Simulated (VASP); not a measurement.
# Si3N in VASP: further runs

The runs below take Si3N through single point, with PBE+D3(BJ).

All numbers are computed with VASP 6.6.1; they aren't measurements. Logs are shortened: lines on timing, memory, paths and dates and some standing lists are left out, and cuts for length are marked.

## 1. The cell of the first run

The cell holds a slab with vacuum, 8 atoms: a = 3.816 Å, b = 3.816 Å, c = 25.791 Å, α = 90.00°, β = 90.00°, γ = 120.00°.

## 2. Single point, PBE+D3(BJ)

File INCAR:

```
SYSTEM = Si3N
PREC = Accurate
ENCUT = 520
EDIFF = 1E-7
ISMEAR = 0
SIGMA = 0.05
LREAL = .False.
LASPH = .True.
NELM = 60
ALGO = Normal
ISIF = 2
LWAVE = .False.
LCHARG = .False.
LDIPOL = .True.
IDIPOL = 3
DIPOL = 0.5 0.5 0.361
GGA = PE
IVDW = 12
NBANDS = 27
```

File KPOINTS:

```
Automatic mesh
0
Gamma
  9 9 1
  0 0 0
```

File POSCAR:

```
Si3N
1.0
    3.8155170197      0.0000000000      0.0000000000
   -1.9077585099      3.3043346676      0.0000000000
    0.0000000000      0.0000000000     25.7913833664
Si N
6 2
Direct
    0.6666666667      0.3333333333      0.1550905565
    0.3333333333      0.6666666667      0.1859793801
    0.3333333333      0.6666666667      0.2774751471
    0.6666666667      0.3333333333      0.3070263804
    0.6666666667      0.3333333333      0.3997350368
    0.3333333333      0.6666666667      0.4261649408
    0.3333333333      0.6666666667      0.5463601221
    0.3333333333      0.6666666667      0.5890100252
```

Potentials or basis: VASP PAW PBE potentials, release 64 (Si, N).

The run is started by

```bash
cat potpaw_PBE.64/Si/POTCAR potpaw_PBE.64/N/POTCAR > POTCAR
mpirun -np 1 vasp_std > vasp.out
```

OUTCAR:

```text
SYSTEM = Si3N
   PREC = Accurate
   ENCUT = 520
   EDIFF = 1E-7
   ISMEAR = 0
   LREAL = .False.
   LASPH = .True.
   NELM = 60
   ISIF = 2
   GGA = PE
   IVDW = 12
 IVDW          = 12

 ion  position               nearest neighbor table
   1  0.667  0.333  0.155-   2 2.34   2 2.34   2 2.34
   2  0.333  0.667  0.186-   1 2.34   1 2.34   1 2.34   3 2.36
   3  0.333  0.667  0.277-   4 2.33   4 2.33   4 2.33   2 2.36
   4  0.667  0.333  0.307-   3 2.33   3 2.33   3 2.33   5 2.39
   5  0.667  0.333  0.400-   6 2.31   6 2.31   6 2.31   4 2.39
   6  0.333  0.667  0.426-   5 2.31   5 2.31   5 2.31
   7  0.333  0.667  0.546-   8 1.10
   8  0.333  0.667  0.589-   7 1.10

  LATTYP: Found a hexagonal cell.
 ALAT       =     3.8155170197
 C/A-ratio  =     6.7596038055

  Lattice vectors:

 A1 = (   3.8155170197,   0.0000000000,   0.0000000000)
 A2 = (  -1.9077585099,   3.3043346676,   0.0000000000)
 A3 = (   0.0000000000,   0.0000000000,  25.7913833664)

Analysis of symmetry for initial positions (statically):
=====================================================================
 Subroutine PRICEL returns:
 Original cell was already a primitive cell.

 Routine SETGRP: Setting up the symmetry group for a
 hexagonal supercell.

 Subroutine GETGRP returns: Found  6 space group operations
 (whereof  6 operations were pure point group operations)
 out of a pool of 24 trial point group operations.

The static configuration has the point symmetry C_3v.

Analysis of symmetry for dynamics (positions and initial velocities):
=====================================================================
 Subroutine PRICEL returns:
 Original cell was already a primitive cell.

 Routine SETGRP: Setting up the symmetry group for a
 hexagonal supercell.

 Subroutine GETGRP returns: Found  6 space group operations
 (whereof  6 operations were pure point group operations)
 out of a pool of 24 trial point group operations.

The dynamic configuration has the point symmetry C_3v.

 Subroutine INISYM returns: Found  6 space group operations
 (whereof  6 operations are pure point group operations),
 and found     1 'primitive' translations

----------------------------------------------------------------------------------------

                                     Primitive cell

  volume of cell :     325.1712

  direct lattice vectors                    reciprocal lattice vectors
     3.815517020  0.000000000  0.000000000     0.262087679  0.151316392  0.000000000
    -1.907758510  3.304334668  0.000000000     0.000000000  0.302632784  0.000000000
     0.000000000  0.000000000 25.791383366     0.000000000  0.000000000  0.038772639

  length of vectors
     3.815517020  3.815517020 25.791383366     0.302632784  0.302632784  0.038772639

  position of ions in fractional coordinates (direct lattice)
     0.666666667  0.333333333  0.155090556
     0.333333333  0.666666667  0.185979380
     0.333333333  0.666666667  0.277475147
     0.666666667  0.333333333  0.307026380
     0.666666667  0.333333333  0.399735037
     0.333333333  0.666666667  0.426164941
     0.333333333  0.666666667  0.546360122
     0.333333333  0.666666667  0.589010025

  ion indices of the primitive-cell ions
   primitive index   ion index
                 1           1
                 2           2
                 3           3
                 4           4
                 5           5
                 6           6
                 7           7
                 8           8

----------------------------------------------------------------------------------------

 KPOINTS: Automatic mesh

Automatic generation of k-mesh.
 Grid dimensions read from file:
 generate k-points for:    9    9    1

 Generating k-lattice:

  Cartesian coordinates                     Fractional coordinates (reciprocal lattice)
     0.029120853  0.016812932  0.000000000     0.111111111  0.000000000  0.000000000
     0.000000000  0.033625865  0.000000000     0.000000000  0.111111111  0.000000000
     0.000000000  0.000000000  0.038772639     0.000000000  0.000000000  1.000000000

  Length of vectors
     0.033625865  0.033625865  0.038772639

  Shift w.r.t. Gamma in fractional coordinates (k-lattice)
     0.000000000  0.000000000  0.000000000

 Subroutine IBZKPT returns following result:
 ===========================================

 Found     12 irreducible k-points:

 Following reciprocal coordinates:
            Coordinates               Weight
  0.000000  0.000000  0.000000      1.000000
  0.111111  0.000000  0.000000      6.000000
  0.222222 -0.000000  0.000000      6.000000
  0.333333  0.000000  0.000000      6.000000
  0.444444 -0.000000  0.000000      6.000000
  0.111111  0.111111  0.000000      6.000000
  0.222222  0.111111  0.000000     12.000000
  0.333333  0.111111  0.000000     12.000000
  0.444444  0.111111  0.000000      6.000000
  0.222222  0.222222  0.000000      6.000000
  0.333333  0.222222  0.000000     12.000000
  0.333333  0.333333  0.000000      2.000000
   k-points           NKPTS =     12   k-points in BZ     NKDIM =     12   number of bands    NBANDS=     27
   number of dos      NEDOS =    301   number of ions     NIONS =      8
   total plane-waves  NPLWV = 150528
   dimension x,y,z NGX =    28 NGY =   28 NGZ =  192
   dimension x,y,z NGXF=    56 NGYF=   56 NGZF=  384
   ions per type =               6   2
   NGX,Y,Z   is equivalent  to a cutoff of  12.20, 12.20, 12.38 a.u.
   NGXF,Y,Z  is equivalent  to a cutoff of  24.40, 24.40, 24.75 a.u.
 SYSTEM =  Si3N
   PREC   = accura    normal or accurate (medium, high low for compatibility)
   ISTART =      0    job   : 0-new  1-cont  2-samecut
   ICHARG =      2    charge: 1-file 2-atom 10-const
   ISPIN  =      1    spin polarized calculation?
   LNONCOLLINEAR =      F non collinear calculations
   LSORBIT =      F    spin-orbit coupling
   LASPH  =      T    aspherical Exc in radial PAW
   ENCUT  =  520.0 eV  38.22 Ry    6.18 a.u.   7.09  7.09 47.95*2*pi/ulx,y,z
   NELM   =     60;   NELMIN=  2; NELMDL= -5     # of ELM steps
   EDIFF  = 0.1E-06   stopping-criterion for ELM
   LREAL  =      F    real-space projection
   EDIFFG = 0.1E-05   stopping-criterion for IOM
   NSW    =      0    number of steps for IOM
   IBRION =     -1    ionic relax: 0-MD 1-quasi-New 2-CG
   NFREE  =      0    steps in history (QN), initial steepest desc. (CG)
   ISIF   =      2    stress and relaxation
   ISYM   =      2    0-nonsym 1-usesym 2-fastsym
   POTIM  = 0.5000    time-step for ionic-motion
   TEBEG  =    0.0;   TEEND  =   0.0 temperature during run
   PSTRESS=    0.0 pullay stress
   NELECT =      34.0000    total number of electrons
   NUPDOWN=      -1.0000    fix difference up-down
   EMIN   =  10.00;   EMAX   =-10.00  energy-range for DOS
   EFERMI =   0.00;   METHOD = LEGACY
   ISMEAR =     0;   SIGMA  =   0.05  broadening in eV -4-tet -1-fermi 0-gaus
   EFERMI_NEDOS =   21; number of points for ismear=-14 and -15
   IALGO  =     38    algorithm
   IMIX   =      4    mixing-type and parameters
     AMIX     =   0.40;   BMIX     =  1.00
     AMIX_MAG =   1.60;   BMIX_MAG =  1.00
  volume/ion in A,a.u.               =      40.65       274.30
  Fermi-wavevector in a.u.,A,eV,Ry     =   0.771253  1.457458  8.093179  0.594832
  Thomas-Fermi vector in A             =   1.872632
   LORBIT       =      0    0 simple, 1 ext, 2 COOP (PROOUT), +10 PAW based schemes
   GGA     = PE    functional components
   LHFCALC =     F    Hartree Fock is set to
   AEXX    =    0.0000 exact exchange contribution
   IVDW    =    12    specifies the selected vdW correction
   LEPSILON=     F    determine dielectric tensor
   LRPA    =     F    only Hartree local field effects (RPA)
 non-spin polarized calculation
 Gauss-broadening in eV      SIGMA  =   0.05
  energy-cutoff  :      520.00
  volume of cell :      325.17
 maximum number of plane-waves:      8835
   NGX = 15   NGY = 15   NGZ = 95

 dipolmoment           0.000000      0.000000      0.025813 electrons x Angstroem

 number of electron      33.9999997 magnetization

 dipolmoment           0.000000      0.000000     -0.065696 electrons x Angstroem

 Free energy of the ion-electron system (eV)
  ---------------------------------------------------
  ext. energy  EPLUGINS =         0.00000000
  ---------------------------------------------------
  free energy    TOTEN  =       -46.59259804 eV

  energy without entropy =      -46.58982100  energy(sigma->0) =      -46.59120952

 E-fermi :   0.0504     XC(G=0):  -4.8937

 val. band max:        0.0187550337   @ k =   0.0000   0.0000   0.0000
 cond. band min:       0.1702294859   @ k =   0.2222   0.1111   0.0000
 fundamental gap:      0.1514744522
 Fermi energy:         0.0504002813

 k-point     1 :       0.0000    0.0000    0.0000
  band No.  band energies     occupation
      1     -24.9455      2.00000
      2     -11.8560      2.00000
      3     -11.0590      2.00000
      4     -10.1839      2.00000
      5     -10.0056      2.00000
      6      -7.9385      2.00000
[... 19 lines left out ...]
     26       3.3398      0.00000
     27       3.3398      0.00000

 k-point     2 :       0.1111    0.0000    0.0000
  band No.  band energies     occupation
      1     -24.9412      2.00000
      2     -11.7109      2.00000
      3     -10.9154      2.00000
      4     -10.1270      2.00000
      5      -9.8953      2.00000
      6      -8.0146      2.00000
[... 292 lines left out ...]
 k-point    12 :       0.3333    0.3333    0.0000
  band No.  band energies     occupation
      1     -24.9047      2.00000
      2      -9.9605      2.00000
      3      -8.8299      2.00000
      4      -8.6584      2.00000
      5      -8.2967      2.00000
      6      -8.2964      2.00000
[... 19 lines left out ...]
     26       5.9516      0.00000
     27       6.0348      0.00000

------------------------ aborting loop because EDIFF is reached ----------------------------------------

 vacuum level on the upper side and lower side of the slab       (xc-potential included)        -0.559         0.370

 Edisp (eV)   -1.80619

 E8    (eV) :    -0.7482

  FORCE on cell =-STRESS in cart. coord.  units (eV):
  Direction    XX          YY          ZZ          XY          YZ          ZX
  --------------------------------------------------------------------------------------
  -------------------------------------------------------------------------------------
  Total       0.53688     0.53688     2.93105    -0.00000     0.00000     0.00000
  in kB       2.64528     2.64528    14.44183    -0.00000     0.00000     0.00000
  external pressure =        6.58 kB  Pullay stress =        0.00 kB

 VOLUME and BASIS-vectors are now :
 -----------------------------------------------------------------------------
  energy-cutoff  :      520.00
  volume of cell :      325.17
      direct lattice vectors                 reciprocal lattice vectors
     3.815517020  0.000000000  0.000000000     0.262087679  0.151316392  0.000000000
    -1.907758510  3.304334668  0.000000000     0.000000000  0.302632784  0.000000000
     0.000000000  0.000000000 25.791383366     0.000000000  0.000000000  0.038772639

 POSITION                                       TOTAL-FORCE (eV/Angst)
 -----------------------------------------------------------------------------------
      1.90776      1.10144      4.00000         0.000000     -0.000000      0.484904
     -0.00000      2.20289      4.79667        -0.000000     -0.000000     -0.592734
     -0.00000      2.20289      7.15647        -0.000000      0.000000      0.133246
      1.90776      1.10144      7.91864        -0.000000     -0.000000     -0.012798
      1.90776      1.10144     10.30972        -0.000000     -0.000000     -0.008074
     -0.00000      2.20289     10.99138        -0.000000     -0.000000     -0.263442
     -0.00000      2.20289     14.09138         0.000000     -0.000000     -1.943061
     -0.00000      2.20289     15.19138         0.000000     -0.000000      2.201959
 -----------------------------------------------------------------------------------
    total drift:                                0.000000     -0.000000      0.000030

  FREE ENERGIE OF THE ION-ELECTRON SYSTEM (eV)
  ---------------------------------------------------
  free  energy   TOTEN  =       -48.3987929406 eV

  energy  without entropy=      -48.3960158966  energy(sigma->0) =      -48.39740442

 vacuum level on the upper side and lower side of the slab         3.814         4.761
```

It took 2.2 min on 1 thread of AMD EPYC 9R45 (Zen 5), shared host; peak memory 0.38 GiB.

Results:

* Free energy: -48.3988 eV
* Largest force: 2.202 eV/Å
* Band gap on the k mesh: zero (band 17 reaches 0.02 eV, above the bottom of band 18 at -0.05 eV)
* Dispersion energy per atom: -0.226 eV

Forces in eV/Å, atoms in the order of the input:
```
Si   0.000  0.000  0.485
Si   0.000  0.000 -0.593
Si   0.000  0.000  0.133
Si   0.000  0.000 -0.013
Si   0.000  0.000 -0.008
Si   0.000  0.000 -0.263
N    0.000  0.000 -1.943
N    0.000  0.000  2.202
```

Caveat: the standard files for N, O and F lose accuracy on very short bonds.

(Continued in part 2 of 2.)
